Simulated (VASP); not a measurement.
Wanted: the native input for a VASP 6.6.1 run.

| Item | Value |
| --- | --- |
| Task | single point |
| Functional | r2SCAN50 |
| Potentials or basis | VASP PAW PBE potentials, release 64 (Mg, I) |
| Cutoff | 520 eV |
| k mesh | 6 × 6 × 2 |
| Occupations | gaussian, width 0.01 eV |
| Spin | no spin polarisation |
| Dipole correction | no |
| Grid for exact exchange (PRECFOCK) | Normal |
| Further INCAR settings | ALGO = Normal; EDIFF = 1e-07; NBANDS = 15 |
| Share of exact exchange | 0.5 |

MgI2:

```
CELL_PARAMETERS angstrom
4.15721 0.00000 0.00000
-2.07861 3.60025 0.00000
0.00000 0.00000 6.87333
ATOMIC_POSITIONS crystal
Mg 0.00000 0.00000 0.00000
I 0.33333 0.66667 0.24262
I 0.66667 0.33333 0.75738
```

The input as run:

POSCAR

```
MgI2
1.0
    4.1572130612      0.0000000000      0.0000000000
   -2.0786065306      3.6002521199      0.0000000000
    0.0000000000      0.0000000000      6.8733253065
Mg I
1 2
Direct
    0.0000000000      0.0000000000      0.0000000000
    0.3333333333      0.6666666667      0.2426220900
    0.6666666667      0.3333333333      0.7573779100
```

INCAR.step1

```
SYSTEM = MgI2
PREC     = Accurate       ! precision mode
ENCUT    = 520            ! plane-wave cutoff, eV
EDIFF    = 1E-5           ! SCF threshold, eV
ISMEAR   = 0              ! smearing method
SIGMA    = 0.01           ! smearing width, eV
LREAL    = .FALSE.        ! projectors in reciprocal space
LASPH    = .TRUE.         ! aspherical terms in the spheres
NELM     = 100            ! most SCF steps
ALGO     = Normal         ! electronic algorithm
ISIF     = 2              ! what is computed and relaxed
LWAVE    = .TRUE.         ! write WAVECAR
LCHARG   = .FALSE.        ! write CHGCAR
GGA      = PE             ! functional
NBANDS   = 15             ! bands
```

INCAR.step2

```
SYSTEM = MgI2
PREC     = Accurate       ! precision mode
ENCUT    = 520            ! plane-wave cutoff, eV
EDIFF    = 1E-7           ! SCF threshold, eV
ISMEAR   = 0              ! smearing method
SIGMA    = 0.01           ! smearing width, eV
LREAL    = .FALSE.        ! projectors in reciprocal space
LASPH    = .TRUE.         ! aspherical terms in the spheres
NELM     = 100            ! most SCF steps
ALGO     = Normal         ! electronic algorithm
ISIF     = 2              ! what is computed and relaxed
LWAVE    = .FALSE.        ! write WAVECAR
LCHARG   = .FALSE.        ! write CHGCAR
METAGGA  = R2SCAN         ! meta-GGA
LHFCALC  = .TRUE.         ! exact exchange
AEXX     = 0.5            ! exact-exchange fraction
LMIXTAU  = .TRUE.       
PRECFOCK = Normal       
ISTART   = 1            
NBANDS   = 15             ! bands
```

KPOINTS

```
regular mesh
0
G
  6 6 2
  0 0 0
```

Potentials or basis: VASP PAW PBE potentials, release 64 (Mg, I).

The run is started by

```bash
$ cat potpaw_PBE.64/Mg/POTCAR potpaw_PBE.64/I/POTCAR > POTCAR
$ cp INCAR.step1 INCAR
$ mpirun -np 1 vasp_std > vasp.out
$ cp INCAR.step2 INCAR
$ mpirun -np 1 vasp_std > vasp.out
```

It gave:

- Pressure: -0.5 GPa
- Largest force: 0.198 eV/Å
- Band gap on the k mesh: 7.05 eV (least direct gap 7.23 eV)

Caveat: the k points lie up to 0.46 Å⁻¹ apart; the PAW data sets were made with another functional, which shifts forces and pressure a little; spin-orbit coupling is left out, which moves the levels of the heavy elements.

Run time: 28 min on 1 thread of AMD EPYC 7R43 64-Core Processor (Zen 3), on a shared host, peak memory 0.24 GiB.
